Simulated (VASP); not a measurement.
Tl5Ir, 6 atoms in the cell. Symmetry: P-6m2, No. 187, hexagonal system. Conventional cell: a = 3.392 Å, b = 3.392 Å, c = 16.048 Å, α = 90.00°, β = 90.00°, γ = 120.00°. Tl (site symmetry 3m) has 3 Ir at 2.87 Å and 9 Tl at 3.39 to 3.53 Å within 3.8 Å. Within 4.5 Å of Tl (site symmetry 3m) lie 12 Tl at 3.39 to 3.58 Å. Within 4.5 Å of Tl (site symmetry -6m2) lie 12 Tl at 3.39 to 3.58 Å. Ir (site symmetry -6m2) has 6 Tl at 2.87 Å and 6 Ir at 3.39 Å within 3.8 Å. The cell was generated, and may not be a known phase.

| Quantity | Value |
| --- | --- |
| Program | VASP 6.6.1 |
| Task | single point |
| Functional | PBE |
| Potentials or basis | VASP PAW PBE potentials, release 64 (Tl_d, Ir) |
| Cutoff | 520 eV |
| k mesh | 6 × 6 × 1 |
| Occupations | gaussian, width 0.1 eV |
| Spin | no spin polarisation |
| Dipole correction | no |
| Further INCAR settings | ALGO = Normal; EDIFF = 1e-06; NBANDS = 46 |

Potentials or basis: VASP PAW PBE potentials, release 64 (Tl_d, Ir).

Launch:

```bash
$ cat potpaw_PBE.64/Tl_d/POTCAR potpaw_PBE.64/Ir/POTCAR > POTCAR
$ mpirun -np 1 vasp_std > vasp.out
```

Hardware: 1 thread of Oxide Virtual Turin-like Processor, on a shared host.

Q: Estimate the wall time of this run.

A: Run time: 68 s on 1 thread of Oxide Virtual Turin-like Processor, with other jobs on the host, peak memory 0.25 GiB. Counts: scf iterations 14, k points 7.
